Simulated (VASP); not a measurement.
# Te2Mo in VASP: a series of runs

Te2Mo is run at these levels: LDA; tasks: single point.

All numbers are computed with VASP 6.6.1; they aren't measurements. Logs are shortened: lines on timing, memory, paths and dates and some standing lists are left out, and cuts for length are marked.

## Step 1: The cell of the first run

The cell holds a slab with vacuum, 3 atoms: a = 3.275 Å, b = 3.275 Å, c = 16.823 Å, α = 90.00°, β = 90.00°, γ = 120.00°.

## Step 2: Single point, LDA (strain -0.080 along x and y, -0.040 along z)

The input, INCAR:

```
ALGO = Normal ; EDIFF = 1E-6
ENCUT = 520 ; ISIF = 2
ISMEAR = 0 ; LASPH = True
LCHARG = False ; LREAL = False
LWAVE = False ; NBANDS = 20
NELM = 60 ; PREC = Accurate
SIGMA = 0.05
```

The input, KPOINTS:

```
k-points
0
Gamma
  12 12 2
```

The input, POSCAR:

```
Te2Mo
1.0
    3.2754141889      0.0000000000      0.0000000000
   -1.6377070944      2.8365918955      0.0000000000
    0.0000000000      0.0000000000     16.8230955072
Te Mo
2 1
Direct
    0.3333333333      0.6666666667      0.8978554500
    0.3333333333      0.6666666667      0.1021445500
    0.0000000000      0.0000000000      0.0000000000
```

Potentials or basis: VASP PAW LDA potentials, release 64 (Te, Mo_sv).

On the command line:

```bash
cat potpaw_LDA.64/Te/POTCAR potpaw_LDA.64/Mo_sv/POTCAR > POTCAR
mpirun -np 1 vasp_std > vasp.out
```

OUTCAR:

```text
EDIFF = 1E-6
   ENCUT = 520
   ISIF = 2
   ISMEAR = 0
   LASPH = True
   LREAL = False
   NELM = 60
   PREC = Accurate

 ion  position               nearest neighbor table
   1  0.333  0.667  0.898-   3 2.56   3 2.56   3 2.56   2 3.44
   2  0.333  0.667  0.102-   3 2.56   3 2.56   3 2.56   1 3.44
   3  0.000  0.000  0.000-   1 2.56   2 2.56   1 2.56   2 2.56   1 2.56   2 2.56

  LATTYP: Found a hexagonal cell.
 ALAT       =     3.2754141889
 C/A-ratio  =     5.1361734843

  Lattice vectors:

 A1 = (   3.2754141889,   0.0000000000,   0.0000000000)
 A2 = (  -1.6377070944,   2.8365918955,   0.0000000000)
 A3 = (   0.0000000000,   0.0000000000,  16.8230955072)

Analysis of symmetry for initial positions (statically):
=====================================================================
 Subroutine PRICEL returns:
 Original cell was already a primitive cell.

 Routine SETGRP: Setting up the symmetry group for a
 hexagonal supercell.

 Subroutine GETGRP returns: Found 12 space group operations
 (whereof 12 operations were pure point group operations)
 out of a pool of 24 trial point group operations.

The static configuration has the point symmetry D_3h.

Analysis of symmetry for dynamics (positions and initial velocities):
=====================================================================
 Subroutine PRICEL returns:
 Original cell was already a primitive cell.

 Routine SETGRP: Setting up the symmetry group for a
 hexagonal supercell.

 Subroutine GETGRP returns: Found 12 space group operations
 (whereof 12 operations were pure point group operations)
 out of a pool of 24 trial point group operations.

The dynamic configuration has the point symmetry D_3h.

 Subroutine INISYM returns: Found 12 space group operations
 (whereof 12 operations are pure point group operations),
 and found     1 'primitive' translations

----------------------------------------------------------------------------------------

                                     Primitive cell

  volume of cell :     156.3036

  direct lattice vectors                    reciprocal lattice vectors
     3.275414189  0.000000000  0.000000000     0.305304900  0.176267866  0.000000000
    -1.637707094  2.836591895  0.000000000     0.000000000  0.352535732  0.000000000
     0.000000000  0.000000000 16.823095507     0.000000000  0.000000000  0.059442093

  length of vectors
     3.275414189  3.275414189 16.823095507     0.352535732  0.352535732  0.059442093

  position of ions in fractional coordinates (direct lattice)
     0.333333333  0.666666667  0.897855450
     0.333333333  0.666666667  0.102144550
     0.000000000  0.000000000  0.000000000

  ion indices of the primitive-cell ions
   primitive index   ion index
                 1           1
                 2           2
                 3           3

----------------------------------------------------------------------------------------

 KPOINTS: k-points

Automatic generation of k-mesh.
 Grid dimensions read from file:
 generate k-points for:   12   12    2

 Generating k-lattice:

  Cartesian coordinates                     Fractional coordinates (reciprocal lattice)
     0.025442075  0.014688989  0.000000000     0.083333333 -0.000000000  0.000000000
     0.000000000  0.029377978  0.000000000     0.000000000  0.083333333  0.000000000
     0.000000000  0.000000000  0.029721046     0.000000000  0.000000000  0.500000000

  Length of vectors
     0.029377978  0.029377978  0.029721046

  Shift w.r.t. Gamma in fractional coordinates (k-lattice)
     0.000000000  0.000000000  0.000000000

 Subroutine IBZKPT returns following result:
 ===========================================

 Found     38 irreducible k-points:

 Following reciprocal coordinates:
            Coordinates               Weight
  0.000000  0.000000  0.000000      1.000000
  0.083333  0.000000  0.000000      6.000000
  0.166667  0.000000  0.000000      6.000000
  0.250000  0.000000  0.000000      6.000000
  0.333333  0.000000  0.000000      6.000000
  0.416667 -0.000000  0.000000      6.000000
[... 16 lines left out ...]
  0.250000  0.000000  0.500000      6.000000
  0.333333  0.000000  0.500000      6.000000
 [... further k-points ...]
   k-points           NKPTS =     38   k-points in BZ     NKDIM =     38   number of bands    NBANDS=     20
   number of dos      NEDOS =    301   number of ions     NIONS =      3
   total plane-waves  NPLWV =  72576
   dimension x,y,z NGX =    24 NGY =   24 NGZ =  126
   dimension x,y,z NGXF=    48 NGYF=   48 NGZF=  252
   ions per type =               2   1
   NGX,Y,Z   is equivalent  to a cutoff of  12.18, 12.18, 12.45 a.u.
   NGXF,Y,Z  is equivalent  to a cutoff of  24.36, 24.36, 24.90 a.u.
 SYSTEM =  unknown system
   PREC   = accura    normal or accurate (medium, high low for compatibility)
   ISTART =      0    job   : 0-new  1-cont  2-samecut
   ICHARG =      2    charge: 1-file 2-atom 10-const
   ISPIN  =      1    spin polarized calculation?
   LNONCOLLINEAR =      F non collinear calculations
   LSORBIT =      F    spin-orbit coupling
   LASPH  =      T    aspherical Exc in radial PAW
   ENCUT  =  520.0 eV  38.22 Ry    6.18 a.u.   6.09  6.09 31.28*2*pi/ulx,y,z
   NELM   =     60;   NELMIN=  2; NELMDL= -5     # of ELM steps
   EDIFF  = 0.1E-05   stopping-criterion for ELM
   LREAL  =      F    real-space projection
   EDIFFG = 0.1E-04   stopping-criterion for IOM
   NSW    =      0    number of steps for IOM
   IBRION =     -1    ionic relax: 0-MD 1-quasi-New 2-CG
   NFREE  =      0    steps in history (QN), initial steepest desc. (CG)
   ISIF   =      2    stress and relaxation
   ISYM   =      2    0-nonsym 1-usesym 2-fastsym
   POTIM  = 0.5000    time-step for ionic-motion
   TEBEG  =    0.0;   TEEND  =   0.0 temperature during run
   PSTRESS=    0.0 pullay stress
   NELECT =      26.0000    total number of electrons
   NUPDOWN=      -1.0000    fix difference up-down
   EMIN   =  10.00;   EMAX   =-10.00  energy-range for DOS
   EFERMI =   0.00;   METHOD = LEGACY
   ISMEAR =     0;   SIGMA  =   0.05  broadening in eV -4-tet -1-fermi 0-gaus
   EFERMI_NEDOS =   21; number of points for ismear=-14 and -15
   IALGO  =     38    algorithm
   IMIX   =      4    mixing-type and parameters
     AMIX     =   0.40;   BMIX     =  1.00
     AMIX_MAG =   1.60;   BMIX_MAG =  1.00
  volume/ion in A,a.u.               =      52.10       351.60
  Fermi-wavevector in a.u.,A,eV,Ry     =   0.900346  1.701408 11.029203  0.810624
  Thomas-Fermi vector in A             =   2.023293
   LORBIT       =      0    0 simple, 1 ext, 2 COOP (PROOUT), +10 PAW based schemes
   GGA     = CA    functional components
   LHFCALC =     F    Hartree Fock is set to
   AEXX    =    0.0000 exact exchange contribution
   IVDW    =     0    specifies the selected vdW correction
   LEPSILON=     F    determine dielectric tensor
   LRPA    =     F    only Hartree local field effects (RPA)
 non-spin polarized calculation
 Gauss-broadening in eV      SIGMA  =   0.05
  energy-cutoff  :      520.00
  volume of cell :      156.30
 maximum number of plane-waves:      4266
   NGX = 13   NGY = 13   NGZ = 63

 number of electron      26.0000004 magnetization

 Free energy of the ion-electron system (eV)
  ---------------------------------------------------
  ext. energy  EPLUGINS =         0.00000000
  ---------------------------------------------------
  free energy    TOTEN  =       -19.76681013 eV

  energy without entropy =      -19.76681013  energy(sigma->0) =      -19.76681013

 E-fermi :   1.4932     XC(G=0):  -5.3220

 val. band max:        1.1771827199   @ k =   0.5000   0.0000   0.0000
 cond. band min:       2.4362583115   @ k =   0.2500   0.1667   0.0000
 fundamental gap:      1.2590755916
 Fermi energy:         1.4931588376

 k-point     1 :       0.0000    0.0000    0.0000
  band No.  band energies     occupation
      1     -58.9699      2.00000
      2     -33.5621      2.00000
      3     -33.1928      2.00000
      4     -33.1928      2.00000
      5     -12.8393      2.00000
      6     -11.5438      2.00000
[... 12 lines left out ...]
     19       5.7912      0.00000
     20       6.9992      0.00000

 k-point     2 :       0.0833    0.0000    0.0000
  band No.  band energies     occupation
      1     -58.9679      2.00000
      2     -33.5567      2.00000
      3     -33.2144      2.00000
      4     -33.1976      2.00000
      5     -12.7088      2.00000
      6     -11.4605      2.00000
[... 12 lines left out ...]
     19       5.9342      0.00000
     20       7.1329      0.00000

 k-point     3 :       0.1667    0.0000    0.0000
  band No.  band energies     occupation
      1     -58.9624      2.00000
      2     -33.5419      2.00000
      3     -33.2730      2.00000
      4     -33.2106      2.00000
      5     -12.3275      2.00000
      6     -11.2166      2.00000
[... 12 lines left out ...]
     19       6.3523      0.00000
     20       7.4634      0.00000

 k-point     4 :       0.2500    0.0000    0.0000
  band No.  band energies     occupation
      1     -58.9548      2.00000
      2     -33.5216      2.00000
      3     -33.3520      2.00000
      4     -33.2282      2.00000
      5     -11.7286      2.00000
      6     -10.8340      2.00000
[... 12 lines left out ...]
     19       6.9696      0.00000
     20       7.9535      0.00000

 k-point     5 :       0.3333    0.0000    0.0000
  band No.  band energies     occupation
      1     -58.9472      2.00000
      2     -33.5013      2.00000
      3     -33.4300      2.00000
      4     -33.2458      2.00000
      5     -10.9825      2.00000
      6     -10.3663      2.00000
[... 12 lines left out ...]
     19       7.2929      0.00000
     20       7.7536      0.00000
[... 353 lines left out ...]
      6     -11.4605      2.00000
[... 12 lines left out ...]
     19       5.7742      0.00000
     20       7.3428      0.00000

 k-point    22 :       0.1667    0.0000    0.5000
  band No.  band energies     occupation
      1     -58.9624      2.00000
      2     -33.5419      2.00000
      3     -33.2730      2.00000
      4     -33.2106      2.00000
      5     -12.3275      2.00000
      6     -11.2166      2.00000
[... 12 lines left out ...]
     19       6.1332      0.00000
     20       7.7341      0.00000

 k-point    23 :       0.2500    0.0000    0.5000
  band No.  band energies     occupation
      1     -58.9548      2.00000
      2     -33.5216      2.00000
      3     -33.3520      2.00000
      4     -33.2282      2.00000
      5     -11.7286      2.00000
      6     -10.8340      2.00000
[... 12 lines left out ...]
     19       6.7693      0.00000
     20       8.1616      0.00000

 k-point    24 :       0.3333    0.0000    0.5000
  band No.  band energies     occupation
      1     -58.9472      2.00000
      2     -33.5013      2.00000
      3     -33.4300      2.00000
      4     -33.2458      2.00000
      5     -10.9825      2.00000
      6     -10.3663      2.00000
[... 12 lines left out ...]
     19       7.2550      0.00000
     20       7.7601      0.00000

 [... further k-points ...]
[... 5 lines left out ...]
  --------------------------------------------------------------------------------------
  -------------------------------------------------------------------------------------
  Total        9.1219766      9.1219766     10.0812286      0.0000000      0.0000000      0.0000000
  in kB       93.5040758     93.5040758    103.3368098      0.0000000      0.0000000      0.0000000
  external PRESSURE =      96.7816538 kB  Pullay stress =       0.0000000 kB

 VOLUME and BASIS-vectors are now :
 -----------------------------------------------------------------------------
  energy-cutoff  :      520.00
  volume of cell :      156.30
      direct lattice vectors                 reciprocal lattice vectors
     3.275414189  0.000000000  0.000000000     0.305304900  0.176267866  0.000000000
    -1.637707094  2.836591895  0.000000000     0.000000000  0.352535732  0.000000000
     0.000000000  0.000000000 16.823095507     0.000000000  0.000000000  0.059442093

 POSITION                                       TOTAL-FORCE (eV/Angst)
 -----------------------------------------------------------------------------------
     -0.00000      1.89106     15.10471         0.000000      0.000000     -2.937660
     -0.00000      1.89106      1.71839         0.000000      0.000000      2.937660
      0.00000      0.00000      0.00000         0.000000     -0.000000      0.000000
 -----------------------------------------------------------------------------------
    total drift:                                0.000000     -0.000000     -0.000000

  FREE ENERGIE OF THE ION-ELECTRON SYSTEM (eV)
  ---------------------------------------------------
  free  energy   TOTEN  =       -19.7668101328 eV

  energy  without entropy=      -19.7668101328  energy(sigma->0) =      -19.76681013
```

Run time: 3.7 min. Hardware: 1 thread of Intel Xeon 8259CL, shared host; peak memory 0.28 GiB.

What came out:

```
Free energy            : -19.7668 eV
Largest force          : 2.938 eV/Å
Band gap on the k mesh : 1.26 eV (least direct gap 1.64 eV)
```

Forces on the atoms (eV/Å):
```
Te   0.000  0.000 -2.938
Te   0.000  0.000  2.938
Mo   0.000  0.000  0.000
```

Levels at points of the mesh, in eV from the valence-band top:
```
           k point  band 10  band 11  band 12  band 13  band 14  band 15  band 16  band 17
(0.00, 0.00, 0.00)    -2.11    -1.10    -1.05    -1.05     4.08     4.08     4.23     4.61
(0.50, 0.00, 0.00)    -2.83    -1.99    -1.06     0.00     1.81     2.03     3.77     4.45
(0.00, 0.00, 0.50)    -2.11    -1.10    -1.05    -1.05     4.08     4.08     4.38     4.40
(0.50, 0.00, 0.50)    -2.83    -1.99    -1.06     0.00     1.81     2.03     3.77     4.45
```

Caveat: the cell differs from its parent crystal (strain -0.080 along x and y, -0.040 along z); spin-orbit coupling is left out, which moves the levels of the heavy elements.

## Step 3: Single point, LDA (strain -0.080 along x and y, +0.000 along z)

The input, INCAR:

```
SYSTEM = Te2Mo
PREC     = Accurate       ! precision mode
ENCUT    = 520            ! plane-wave cutoff, eV
EDIFF    = 1E-6           ! SCF threshold, eV
ISMEAR   = 0              ! smearing method
SIGMA    = 0.05           ! smearing width, eV
LREAL    = .FALSE.        ! projectors in reciprocal space
LASPH    = .TRUE.         ! aspherical terms in the spheres
NELM     = 100            ! most SCF steps
ALGO     = Normal         ! electronic algorithm
ISIF     = 2              ! what is computed and relaxed
LWAVE    = .FALSE.        ! write WAVECAR
LCHARG   = .FALSE.        ! write CHGCAR
NBANDS   = 20             ! bands
```

The input, KPOINTS:

```
Automatic mesh
0
G
  12 12 2
  0 0 0
```

Changes to POSCAR since step 2:

```diff
@@ -4,3 +4,3 @@
    -1.6377070944      2.8365918955      0.0000000000
-    0.0000000000      0.0000000000     16.8230955072
+    0.0000000000      0.0000000000     17.5240578200
 Te Mo
```

Potentials or basis: VASP PAW LDA potentials, release 64 (Te, Mo_sv).

On the command line:

```bash
cat potpaw_LDA.64/Te/POTCAR potpaw_LDA.64/Mo_sv/POTCAR > POTCAR
mpirun -np 1 vasp_std > vasp.out
```

It took 4 min on 1 thread of Intel Xeon 8259CL, shared host; peak memory 0.29 GiB.

The run converged. Its results:

* Free energy: -20.0794 eV
* Largest force: 1.473 eV/Å
* Band gap on the k mesh: 0.97 eV (least direct gap 1.55 eV)

Forces on the atoms (eV/Å):
```
Te   0.000  0.000 -1.473
Te   0.000  0.000  1.473
Mo   0.000  0.000  0.000
```

Levels at points of the mesh, in eV from the valence-band top:
| k point | band 10 | band 11 | band 12 | band 13 | band 14 | band 15 | band 16 | band 17 |
| --- | --- | --- | --- | --- | --- | --- | --- | --- |
| (0.00, 0.00, 0.00) | -1.90 | -1.39 | -0.94 | -0.94 | 3.91 | 3.91 | 3.96 | 4.31 |
| (0.50, 0.00, 0.00) | -2.69 | -2.29 | -1.19 | 0.00 | 1.80 | 1.80 | 3.42 | 4.20 |
| (0.00, 0.00, 0.50) | -1.90 | -1.39 | -0.94 | -0.94 | 3.91 | 3.91 | 4.06 | 4.16 |
| (0.50, 0.00, 0.50) | -2.69 | -2.29 | -1.19 | 0.00 | 1.80 | 1.80 | 3.42 | 4.20 |

Caveat: the cell differs from its parent crystal (strain -0.080 along x and y, +0.000 along z); spin-orbit coupling is left out, which moves the levels of the heavy elements.
